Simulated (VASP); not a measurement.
Set up this calculation in VASP 6.6.1, as the native input.

```
Task                   : single point
Functional             : PBE
Potentials or basis    : VASP PAW PBE potentials, release 64 (Al)
Cutoff                 : 520 eV
k mesh                 : 10 × 10 × 10
Occupations            : fermi-dirac, width 0.15 eV
Spin                   : no spin polarisation
Dipole correction      : no
Further INCAR settings : ALGO = Normal; EDIFF = 1e-07; NBANDS = 8
```

The structure of Al lies in POSCAR:

```
Al
1.0
    2.9916000000      0.0000000000      0.0000000000
    0.0000000000      2.9916000000      0.0000000000
    0.0000000000      0.0000000000      2.9916000000
Al
1
Direct
    0.0000000000      0.0000000000      0.0000000000
```

The input as run:

INCAR

```
  PREC = Accurate
  ENCUT = 520
  EDIFF = 1E-7
  ISMEAR = -1
  SIGMA = 0.15
  LREAL = False
  LASPH = True
  NELM = 80
  ALGO = Normal
  ISIF = 2
  LWAVE = False
  LCHARG = False
  GGA = PE
  NBANDS = 8
```

KPOINTS

```
Automatic mesh
0
Gamma
  10 10 10
```

Potentials or basis: VASP PAW PBE potentials, release 64 (Al).

Launch:

```bash
$ cat potpaw_PBE.64/Al/POTCAR > POTCAR
$ mpirun -np 1 vasp_std > vasp.out
```

It gave:

- Pressure: -8.4 GPa

Run time: 8.2 s on 1 thread of Intel Xeon 8259CL, on a shared host, peak memory 0.13 GiB.
